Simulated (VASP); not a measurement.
# Re (P6_3/mmc) in VASP: further runs

Re is run at these levels: PBE; tasks: single point.

All numbers are computed with VASP 6.6.1; they aren't measurements. Logs are shortened: lines on timing, memory, paths and dates and some standing lists are left out, and cuts for length are marked.

## Step 1: The cell of the first run

Symmetry: P6_3/mmc, No. 194, hexagonal system. Conventional cell: a = 2.760 Å, b = 2.760 Å, c = 4.450 Å, α = 90.00°, β = 90.00°, γ = 120.00°. Within 3.6 Å of Re (site symmetry -6m2) lie 12 Re at 2.74 to 2.76 Å.

## Step 2: Single point, PBE

File INCAR:

```
  PREC = Accurate
  ENCUT = 600
  EDIFF = 1E-6
  ISMEAR = 0
  SIGMA = 0.1
  LREAL = F
  LASPH = T
  NELM = 120
  ALGO = Normal
  ISIF = 2
  LWAVE = F
  LCHARG = F
  GGA = PE
  NBANDS = 14
  GGA_COMPAT = F
```

File KPOINTS:

```
Automatic mesh
0
Gamma
  9 9 4
```

File POSCAR:

```
Re
1.0
    2.7600000000      0.0000000000      0.0000000000
   -1.3800000000      2.3902301000      0.0000000000
    0.0000000000      0.0000000000      4.4500000000
Re
2
Direct
    0.3333333000      0.6666667000      0.2500000000
    0.6666667000      0.3333333000      0.7500000000
```

Potentials or basis: VASP PAW PBE potentials, release 64 (Re).

On the command line:

```bash
> cat potpaw_PBE.64/Re/POTCAR > POTCAR
> mpirun -np 1 vasp_std > vasp.out
```

OUTCAR:

```text
PREC = Accurate
   ENCUT = 600
   EDIFF = 1E-6
   ISMEAR = 0
   LREAL = F
   LASPH = T
   NELM = 120
   ISIF = 2
   GGA = PE

 ion  position               nearest neighbor table
   1  0.333  0.667  0.250-   2 2.74   2 2.74   2 2.74   2 2.74   2 2.74   2 2.74
   2  0.667  0.333  0.750-   1 2.74   1 2.74   1 2.74   1 2.74   1 2.74   1 2.74

  LATTYP: Found a hexagonal cell.
 ALAT       =     2.7600000000
 C/A-ratio  =     1.6123188406

  Lattice vectors:

 A1 = (   2.7600000000,   0.0000000000,   0.0000000000)
 A2 = (  -1.3800000000,   2.3902301000,   0.0000000000)
 A3 = (   0.0000000000,   0.0000000000,   4.4500000000)

Analysis of symmetry for initial positions (statically):
=====================================================================
 Subroutine PRICEL returns:
 Original cell was already a primitive cell.

 Routine SETGRP: Setting up the symmetry group for a
 hexagonal supercell.

 Subroutine GETGRP returns: Found 24 space group operations
 (whereof 12 operations were pure point group operations)
 out of a pool of 24 trial point group operations.

The static configuration has the point symmetry D_3d.
 The point group associated with its full space group is D_6h.

Analysis of symmetry for dynamics (positions and initial velocities):
=====================================================================
 Subroutine PRICEL returns:
 Original cell was already a primitive cell.

 Routine SETGRP: Setting up the symmetry group for a
 hexagonal supercell.

 Subroutine GETGRP returns: Found 24 space group operations
 (whereof 12 operations were pure point group operations)
 out of a pool of 24 trial point group operations.

The dynamic configuration has the point symmetry D_3d.
 The point group associated with its full space group is D_6h.

 Subroutine INISYM returns: Found 24 space group operations
 (whereof 12 operations are pure point group operations),
 and found     1 'primitive' translations

----------------------------------------------------------------------------------------

                                     Primitive cell

  volume of cell :      29.3568

  direct lattice vectors                    reciprocal lattice vectors
     2.760000000  0.000000000  0.000000000     0.362318841  0.209184881  0.000000000
    -1.380000000  2.390230100  0.000000000     0.000000000  0.418369763  0.000000000
     0.000000000  0.000000000  4.450000000     0.000000000  0.000000000  0.224719101

  length of vectors
     2.760000000  2.759999987  4.450000000     0.418369761  0.418369763  0.224719101

  position of ions in fractional coordinates (direct lattice)
     0.333333300  0.666666700  0.250000000
     0.666666700  0.333333300  0.750000000

  ion indices of the primitive-cell ions
   primitive index   ion index
                 1           1
                 2           2

----------------------------------------------------------------------------------------

 KPOINTS: Automatic mesh

Automatic generation of k-mesh.
 Grid dimensions read from file:
 generate k-points for:    9    9    4

 Generating k-lattice:

  Cartesian coordinates                     Fractional coordinates (reciprocal lattice)
     0.040257649  0.023242765  0.000000000     0.111111111  0.000000000  0.000000000
     0.000000000  0.046485529  0.000000000     0.000000000  0.111111111  0.000000000
     0.000000000  0.000000000  0.056179775     0.000000000  0.000000000  0.250000000

  Length of vectors
     0.046485529  0.046485529  0.056179775

  Shift w.r.t. Gamma in fractional coordinates (k-lattice)
     0.000000000  0.000000000  0.000000000

 Subroutine IBZKPT returns following result:
 ===========================================

 Found     36 irreducible k-points:

 Following reciprocal coordinates:
            Coordinates               Weight
  0.000000  0.000000  0.000000      1.000000
  0.111111  0.000000  0.000000      6.000000
  0.222222  0.000000  0.000000      6.000000
  0.333333 -0.000000  0.000000      6.000000
  0.444444  0.000000  0.000000      6.000000
  0.111111  0.111111  0.000000      6.000000
[... 16 lines left out ...]
  0.333333  0.222222  0.250000     24.000000
  0.333333  0.333333  0.250000      4.000000
 [... further k-points ...]
   k-points           NKPTS =     36   k-points in BZ     NKDIM =     36   number of bands    NBANDS=     14
   number of dos      NEDOS =    301   number of ions     NIONS =      2
   total plane-waves  NPLWV =  20736
   dimension x,y,z NGX =    24 NGY =   24 NGZ =   36
   dimension x,y,z NGXF=    48 NGYF=   48 NGZF=   72
   ions per type =               2
   NGX,Y,Z   is equivalent  to a cutoff of  14.46, 14.46, 13.45 a.u.
   NGXF,Y,Z  is equivalent  to a cutoff of  28.91, 28.91, 26.90 a.u.
 SYSTEM =  unknown system
   PREC   = accura    normal or accurate (medium, high low for compatibility)
   ISTART =      0    job   : 0-new  1-cont  2-samecut
   ICHARG =      2    charge: 1-file 2-atom 10-const
   ISPIN  =      1    spin polarized calculation?
   LNONCOLLINEAR =      F non collinear calculations
   LSORBIT =      F    spin-orbit coupling
   LASPH  =      T    aspherical Exc in radial PAW
   ENCUT  =  600.0 eV  44.10 Ry    6.64 a.u.   5.51  5.51  8.89*2*pi/ulx,y,z
   NELM   =    120;   NELMIN=  2; NELMDL= -5     # of ELM steps
   EDIFF  = 0.1E-05   stopping-criterion for ELM
   LREAL  =      F    real-space projection
   EDIFFG = 0.1E-04   stopping-criterion for IOM
   NSW    =      0    number of steps for IOM
   IBRION =     -1    ionic relax: 0-MD 1-quasi-New 2-CG
   NFREE  =      0    steps in history (QN), initial steepest desc. (CG)
   ISIF   =      2    stress and relaxation
   ISYM   =      2    0-nonsym 1-usesym 2-fastsym
   POTIM  = 0.5000    time-step for ionic-motion
   TEBEG  =    0.0;   TEEND  =   0.0 temperature during run
   PSTRESS=    0.0 pullay stress
   NELECT =      14.0000    total number of electrons
   NUPDOWN=      -1.0000    fix difference up-down
   EMIN   =  10.00;   EMAX   =-10.00  energy-range for DOS
   EFERMI =   0.00;   METHOD = LEGACY
   ISMEAR =     0;   SIGMA  =   0.10  broadening in eV -4-tet -1-fermi 0-gaus
   EFERMI_NEDOS =   21; number of points for ismear=-14 and -15
   IALGO  =     38    algorithm
   IMIX   =      4    mixing-type and parameters
     AMIX     =   0.40;   BMIX     =  1.00
     AMIX_MAG =   1.60;   BMIX_MAG =  1.00
  volume/ion in A,a.u.               =      14.68        99.05
  Fermi-wavevector in a.u.,A,eV,Ry     =   1.279032  2.417019 22.258064  1.635922
  Thomas-Fermi vector in A             =   2.411540
   LORBIT       =      0    0 simple, 1 ext, 2 COOP (PROOUT), +10 PAW based schemes
   GGA     = PE    functional components
   LHFCALC =     F    Hartree Fock is set to
   AEXX    =    0.0000 exact exchange contribution
   IVDW    =     0    specifies the selected vdW correction
   LEPSILON=     F    determine dielectric tensor
   LRPA    =     F    only Hartree local field effects (RPA)
 non-spin polarized calculation
 Gauss-broadening in eV      SIGMA  =   0.10
  energy-cutoff  :      600.00
  volume of cell :       29.36
 maximum number of plane-waves:      1002
 NGX is ok and might be reduce to    24
   NGX = 11   NGY = 11   NGZ = 17

 number of electron      14.0000000 magnetization

 Free energy of the ion-electron system (eV)
  ---------------------------------------------------
  ext. energy  EPLUGINS =         0.00000000
  ---------------------------------------------------
  free energy    TOTEN  =       -24.84267059 eV

  energy without entropy =      -24.83453109  energy(sigma->0) =      -24.83860084

 E-fermi :   7.9395     XC(G=0): -13.7417

 val. band max:        7.9178814934   @ k =   0.1111   0.1111   0.0000
 cond. band min:       7.9712621031   @ k =   0.1111   0.0000   0.0000
 fundamental gap:      0.0533806097
 Fermi energy:         7.9395155498

 k-point     1 :       0.0000    0.0000    0.0000
  band No.  band energies     occupation
      1      -1.9688      2.00000
      2       1.2776      2.00000
      3       6.3309      2.00000
      4       6.3309      2.00000
      5       6.3563      2.00000
      6       7.1761      2.00000
      7       7.1761      2.00000
      8       8.0965      0.02638
      9       8.0965      0.02638
     10       8.5556      0.00000
     11      11.2982      0.00000
     12      11.2982      0.00000
     13      17.9898      0.00000
     14      22.0531      0.00000

 k-point     2 :       0.1111    0.0000    0.0000
  band No.  band energies     occupation
      1      -1.4710      2.00000
      2       1.7341      2.00000
      3       5.5365      2.00000
      4       6.7854      2.00000
      5       6.7919      2.00000
      6       6.9327      2.00000
      7       7.0841      2.00000
      8       7.6108      2.00000
      9       7.7347      1.99623
     10       7.9713      0.65346
     11      11.5378      0.00000
     12      13.0884      0.00000
     13      17.9443      0.00000
     14      23.1237      0.00000

 k-point     3 :       0.2222    0.0000    0.0000
  band No.  band energies     occupation
      1      -0.1654      2.00000
      2       2.5996      2.00000
      3       4.8802      2.00000
      4       4.9822      2.00000
      5       6.1966      2.00000
      6       7.0138      2.00000
      7       7.4239      2.00000
      8       8.1057      0.01874
      9       8.1609      0.00174
     10       8.8330      0.00000
     11      11.9379      0.00000
     12      15.8526      0.00000
     13      17.5882      0.00000
     14      23.8328      0.00000
[... 324 lines left out ...]
 k-point    23 :       0.3333    0.2222    0.2500
  band No.  band energies     occupation
      1       2.4818      2.00000
      2       3.5371      2.00000
      3       3.7029      2.00000
      4       4.4130      2.00000
      5       5.5183      2.00000
      6       6.4159      2.00000
      7       7.6158      2.00000
      8       9.8364      0.00000
      9      10.7017      0.00000
     10      12.1806      0.00000
     11      14.6208      0.00000
     12      15.8073      0.00000
     13      18.4731      0.00000
     14      18.9670      0.00000

 k-point    24 :       0.3333    0.3333    0.2500
  band No.  band energies     occupation
      1       3.1746      2.00000
      2       3.6047      2.00000
      3       3.6047      2.00000
      4       4.5500      2.00000
      5       5.7571      2.00000
      6       5.7571      2.00000
      7       7.7628      1.98754
      8       9.7568      0.00000
      9      11.2206      0.00000
     10      11.2206      0.00000
     11      15.3515      0.00000
     12      15.3515      0.00000
     13      18.1696      0.00000
     14      21.1458      0.00000

 [... further k-points ...]

------------------------ aborting loop because EDIFF is reached ----------------------------------------

  FORCE on cell =-STRESS in cart. coord.  units (eV):
  Direction    XX          YY          ZZ          XY          YZ          ZX
  --------------------------------------------------------------------------------------
  -------------------------------------------------------------------------------------
  Total        1.1691354      1.1691354      1.2703328      0.0000000      0.0000000      0.0000000
  in kB       63.8067460     63.8067452     69.3296943      0.0000000      0.0000000      0.0000000
  external PRESSURE =      65.6477285 kB  Pullay stress =       0.0000000 kB

 VOLUME and BASIS-vectors are now :
 -----------------------------------------------------------------------------
  energy-cutoff  :      600.00
  volume of cell :       29.36
      direct lattice vectors                 reciprocal lattice vectors
     2.760000000  0.000000000  0.000000000     0.362318841  0.209184881  0.000000000
    -1.380000000  2.390230100  0.000000000     0.000000000  0.418369763  0.000000000
     0.000000000  0.000000000  4.450000000     0.000000000  0.000000000  0.224719101

 POSITION                                       TOTAL-FORCE (eV/Angst)
 -----------------------------------------------------------------------------------
     -0.00000      1.59349      1.11250         0.000000      0.000000      0.000000
      1.38000      0.79674      3.33750        -0.000000      0.000000      0.000000
 -----------------------------------------------------------------------------------
    total drift:                               -0.000001      0.000000     -0.000002

  FREE ENERGIE OF THE ION-ELECTRON SYSTEM (eV)
  ---------------------------------------------------
  free  energy   TOTEN  =       -24.8426705891 eV

  energy  without entropy=      -24.8345310871  energy(sigma->0) =      -24.83860084
```

Run time: 14 s. Hardware: 1 thread of Intel Xeon 8259CL, shared host; peak memory 0.15 GiB.

Results:

| Property | Result |
| --- | --- |
| Free energy | -24.8427 eV |
| Pressure | 6.6 GPa |
| Band gap on the k mesh | zero (bands 7 and 8 overlap by 2.85 eV) |

Caveat: the cell stands under pressure; spin-orbit coupling is left out, which moves the levels of the heavy elements.

## Step 3: Single point, PBE

This run uses another cell than the first one, of 14.95 Å³/atom.

File INCAR:

```
PREC = Accurate
ENCUT = 600
EDIFF = 1E-6
ISMEAR = 0
SIGMA = 0.1
LREAL = False
LASPH = True
NELM = 120
ALGO = Normal
ISIF = 2
LWAVE = False
LCHARG = False
GGA = PE
NBANDS = 14
GGA_COMPAT = False
```

File KPOINTS:

```
regular mesh
0
Gamma
  18 18 10
```

File POSCAR:

```
Re
1.0
    2.7749006826      0.0000000000      0.0000000000
   -1.3874503413      2.4031344841      0.0000000000
    0.0000000000      0.0000000000      4.4842258482
Re
2
Direct
    0.3333333333      0.6666666667      0.2500000000
    0.6666666667      0.3333333333      0.7500000000
```

Potentials or basis: VASP PAW PBE potentials, release 64 (Re).

On the command line:

```bash
> cat potpaw_PBE.64/Re/POTCAR > POTCAR
> mpirun -np 1 vasp_std > vasp.out
```

It took 65 s on 1 thread of Intel Xeon 8259CL, shared host; peak memory 0.24 GiB.

It converged, with:

| Property | Result |
| --- | --- |
| Free energy | -24.8567 eV |
| Pressure | -0.5 GPa |
| Band gap on the k mesh | zero (bands 7 and 8 overlap by 3.08 eV) |

Stress tensor (GPa, compression positive):
```
-0.40  0.00  0.00
 0.00 -0.40  0.00
 0.00  0.00 -0.55
```

Levels at points of the mesh, in eV from the Fermi level:
| k point | band 4 | band 5 | band 6 | band 7 | band 8 | band 9 | band 10 | band 11 |
| --- | --- | --- | --- | --- | --- | --- | --- | --- |
| (0.00, 0.00, 0.00) | -1.52 | -1.52 | -0.71 | -0.71 | 0.21 | 0.21 | 0.59 | 3.30 |
| (0.50, 0.00, 0.00) | -1.87 | -1.71 | -1.34 | -0.58 | 3.89 | 4.27 | 4.41 | 5.93 |
| (0.00, 0.00, 0.50) | -2.32 | -1.65 | -1.65 | -1.65 | -1.65 | 2.50 | 2.50 | 2.50 |
| (0.50, 0.00, 0.50) | -3.99 | 0.41 | 0.41 | 0.91 | 0.91 | 4.19 | 4.19 | 4.68 |

Caveat: spin-orbit coupling is left out, which moves the levels of the heavy elements.

The gap in the log of VASP goes by the Fermi energy; the results here count the filled bands.